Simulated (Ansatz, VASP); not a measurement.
Rh in VASP and in Ansatz

The input INCAR:

```
SYSTEM = Rh
PREC = Accurate
ENCUT = 520
EDIFF = 1E-6
ISMEAR = 0
SIGMA = 0.15
LREAL = .False.
LASPH = .True.
NELM = 80
ALGO = Fast
ISIF = 2
LWAVE = .False.
LCHARG = .False.
GGA = PS
NBANDS = 22
```

File KPOINTS:

```
Automatic mesh
0
Gamma
  18 18 12
  0 0 0
```

POSCAR

```
Rh
1.0
    2.7309790422      0.0000000000      0.0000000000
   -1.3654895211      2.3650972278      0.0000000000
    0.0000000000      0.0000000000      4.4284890000
Rh
2
Direct
    0.5849849654      0.2735381779      0.7274189345
    0.3333333333      0.6666666667      0.2500000000
```

Input for Ansatz:

```yaml
crystal:
  lattice:
    - [2.7309790422, 0.0, 0.0]
    - [-1.3654895211, 2.3650972278, 0.0]
    - [0.0, 0.0, 4.428489]
  atoms:
    - { symbol: Rh, position: [0.5849849654, 0.2735381779, 0.7274189345] }
    - { symbol: Rh, position: [0.3333333333, 0.6666666667, 0.25] }
basis:
  ecutwfc: 420
kpoints:
  mp_grid: { grid: [18, 18, 12] }
hamiltonian:
  xc: pbesol
scf:
  occupations: { method: gaussian, width: 0.15 }
output:
  forces: true
  stress: true
  eigenvalues: true
```

Alike in both runs: task single point; functional PBEsol; k mesh 18 × 18 × 12; occupations gaussian, width 0.15 eV; no spin polarisation.

|  | VASP | Ansatz |
| --- | --- | --- |
| version | VASP 6.6.1 | Ansatz 0.2.0 |
| potentials or method | VASP PAW PBE potentials, release 64 (Rh_pv), cutoff 520 eV | scalar-relativistic, plane waves, PAW |
| valence electrons in the cell | 30 | 34 |

VASP gave:

| Item | Value |
| --- | --- |
| gap on the k mesh at the Fermi level (eV) | none |
| pressure (GPa) | -11.1 |
| traceless stress, the component that is largest in VASP (GPa) | -1.90 |
| rms of the force components (eV/Å) | 0.663 |

Problem. What did Ansatz give for the same quantities?

Solution. gap on the k mesh at the Fermi level (eV): none; pressure (GPa): -11.2; traceless stress, the component that is largest in VASP (GPa): -1.88; rms of the force components (eV/Å): 0.662.

VASP's potentials were made for PBE, not for PBEsol. Atom by atom the forces differ by 0.001 eV/Å (rms over components). A gap of «none» marks a metal or a gap that the smearing closes. VASP's potentials hold 30 valence electrons a cell and Ansatz's 34, so a difference there can come from the potentials and not from the codes.
